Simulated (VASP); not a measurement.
BN:

```
CELL_PARAMETERS angstrom
2.50084 0.00000 0.00000
-1.25042 2.16579 0.00000
0.00000 0.00000 6.89315
ATOMIC_POSITIONS crystal
B 0.33333 0.66667 0.25000
B 0.66667 0.33333 0.75000
N 0.66667 0.33333 0.25000
N 0.33333 0.66667 0.75000
```

Base run:

- Program: VASP 6.6.1
- Functional: r2SCAN
- Potentials or basis: VASP PAW PBE potentials, release 64 (B, N)
- Cutoff: 520 eV
- k mesh: 9 × 9 × 4
- Occupations: gaussian, width 0.01 eV
- Spin: no spin polarisation

Its results: band gap on the k mesh 5.06 eV, indirect (least direct gap 5.37 eV); pressure 0.4 GPa.

The run is repeated on the same cell with these changes: k mesh from 9 × 9 × 4 to 4 × 4 × 4; further incar settings from ALGO = Normal; EDIFF = 1e-07; NBANDS = 16 to ALGO = Normal; EDIFF = 1e-06; NBANDS = 16. What comes out?

Band gap on the k mesh 5.45 eV, direct; pressure 0.3 GPa.

Caveats: some runs use coarse meshes; the PAW data sets were made with another functional, which shifts forces and pressure a little.

A k mesh can miss the band edges.
